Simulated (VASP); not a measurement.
# C: single point with PBEsol

The system is C.

```
C
1.0
     1.22803    0.70900    3.34701
    -1.22803    0.70900    3.34701
     0.00000   -1.41800    3.34701
C
2
Direct
  0.16400 0.16400 0.16400
  0.83600 0.83600 0.83600
```

```
Program                : VASP 6.6.1
Task                   : single point
Functional             : PBEsol
Potentials or basis    : VASP PAW PBE potentials, release 64 (C)
Cutoff                 : 520 eV
k mesh                 : 17 × 17 × 17
Occupations            : fermi-dirac, width 0.03 eV
Spin                   : no spin polarisation
Dipole correction      : no
Further INCAR settings : ALGO = Normal; EDIFF = 1e-07; NBANDS = 11
```

```json
{
 "Pressure": "1.8 GPa",
 "Largest force": "0.870 eV/Å",
 "Band gap on the k mesh": "0.38 eV, direct"
}
```

Forces in eV/Å, atoms in the order of the input:
```
C    0.000  0.000  0.870
C    0.000  0.000 -0.870
```

Stress tensor (GPa, compression positive):
```
2.35 0.00 0.00
0.00 2.35 0.00
0.00 0.00 0.85
```

Levels at points of the mesh, in eV from the valence-band top:
| k point | band 2 | band 3 | band 4 | band 5 | band 6 | band 7 |
| --- | --- | --- | --- | --- | --- | --- |
| (0.00, 0.00, 0.00) | -6.47 | -2.79 | -2.79 | 4.10 | 8.55 | 8.55 |

It took 110 s on 1 thread of Intel(R) Xeon(R) Platinum 8488C (Sapphire Rapids) (shared host), peak memory 0.2 GiB.

Caveat: the PAW data sets were made with another functional, which shifts forces and pressure a little. A k mesh can miss the band edges.
